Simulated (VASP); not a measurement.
**BN: single point with PBE**

BN:

```
B N
1.0
     0.00000    1.91763    1.71923
     1.71923    0.00000    1.71923
     1.71923    1.91763    0.00000
B N
1 1
Direct
  0.00000 0.00000 0.00000
  0.75000 0.75000 0.75000
```

This cell differs from its parent crystal: volume 5.668 Å^3 an atom, c/a of the conventional cell 1.1154.

- Program: VASP 6.6.1
- Task: single point
- Functional: PBE
- Potentials or basis: VASP PAW PBE potentials, release 64 (B, N)
- Cutoff: 520 eV
- k mesh: 12 × 12 × 12
- Occupations: gaussian, width 0.05 eV
- Spin: no spin polarisation

| Property | Result |
| --- | --- |
| Pressure | 20.2 GPa |
| Band gap on the k mesh | 3.47 eV, indirect (least direct gap 8.27 eV) |

Stress tensor (GPa, compression positive):
```
 47.17   0.00   0.00
  0.00 -33.61   0.00
  0.00   0.00  47.17
```

Levels at points of the mesh, in eV from the valence-band top:
```csv
k point,band 1,band 2,band 3,band 4,band 5,band 6,band 7,band 8
"(0.00, 0.00, 0.00)",-21.15,-1.32,0.00,0.00,8.42,8.42,9.21,10.46
"(0.50, 0.00, 0.00)",-16.68,-11.49,-3.37,-1.50,8.03,11.12,12.09,15.29
"(0.50, 0.50, 0.00)",-14.82,-9.07,-5.98,-5.96,3.47,8.23,16.82,18.54
"(0.50, 0.00, 0.50)",-16.16,-10.67,-4.46,-4.46,5.49,10.77,17.80,17.80
```

It took 17 s on 1 thread of AMD EPYC 9R45 (Zen 5), on a shared host, peak memory 0.1 GiB.

 A k mesh can miss the band edges.
